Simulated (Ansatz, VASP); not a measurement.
**PbSe: VASP beside Ansatz**

The input INCAR:

```
SYSTEM = PbSe
ALGO     = Normal         ! electronic algorithm
EDIFF    = 1E-6           ! SCF threshold, eV
ENCUT    = 500            ! plane-wave cutoff, eV
GGA      = PS             ! functional
GGA_COMPAT= .FALSE.      
ISIF     = 2              ! what is computed and relaxed
ISMEAR   = -1             ! smearing method
LASPH    = .TRUE.         ! aspherical terms in the spheres
LCHARG   = .TRUE.         ! write CHGCAR
LELF     = .TRUE.         ! ELF
LREAL    = .FALSE.        ! projectors in reciprocal space
LVHAR    = .TRUE.       
LWAVE    = .FALSE.        ! write WAVECAR
NBANDS   = 17             ! bands
NELM     = 120            ! most SCF steps
PREC     = Accurate       ! precision mode
SIGMA    = 0.01           ! smearing width, eV
```

The input KPOINTS:

```
k-points
0
G
  9 9 9
  0 0 0
```

File POSCAR:

```
PbSe
1.0
    0.0000000000      3.1024460684      3.1024460684
    3.1024460684      0.0000000000      3.1024460684
    3.1024460684      3.1024460684      0.0000000000
Pb Se
1 1
Direct
    0.0000000000      0.0000000000      0.0000000000
    0.5000000000      0.5000000000      0.5000000000
```

Input for Ansatz:

```yaml
crystal:
  lattice:
    - [0.0, 3.1024460684, 3.1024460684]
    - [3.1024460684, 0.0, 3.1024460684]
    - [3.1024460684, 3.1024460684, 0.0]
  atoms:
    - { symbol: Pb, position: [0.0, 0.0, 0.0] }
    - { symbol: Se, position: [0.5, 0.5, 0.5] }
kpoints:
  mp_grid: { grid: [9, 9, 9] }
  band_path:
    path:
      - [0.0, 0.0, 0.0]
      - [0.5, 0.0, 0.5]
      - [0.625, 0.25, 0.625]
      - [0.375, 0.375, 0.75]
      - [0.0, 0.0, 0.0]
      - [0.5, 0.5, 0.5]
      - [0.5, 0.25, 0.75]
      - [0.5, 0.0, 0.5]
    npoints: 5
scf:
  occupations: { method: fermi_dirac, width: 0.01 }
hamiltonian:
  xc: pbesol
  pseudopotentials: { kind: all_electron, lapw: { basis_error: 0.00025 } }
output:
  forces: true
  stress: true
  eigenvalues: true
```

Change from the starting cell: volume scaled by 1.04.

Alike in both runs: task single point; functional PBEsol; k mesh 9 × 9 × 9; occupations fermi-dirac, width 0.01 eV; no spin polarisation.

|  | VASP | Ansatz |
| --- | --- | --- |
| version | VASP 6.6.1 | Ansatz 0.2.0 |
| potentials or method | VASP PAW PBE potentials, release 64 (Pb_d, Se), cutoff 500 eV | all-electron LAPW, scalar-relativistic |

|  | VASP | Ansatz | Ansatz less VASP |
| --- | --- | --- | --- |
| pressure (GPa) | -2.4 | -2.4 | +0.02 |

VASP's potentials were made for PBE, not for PBEsol. Ansatz ran all-electron here, and VASP with PAW potentials.

Neither program's run includes spin-orbit coupling.
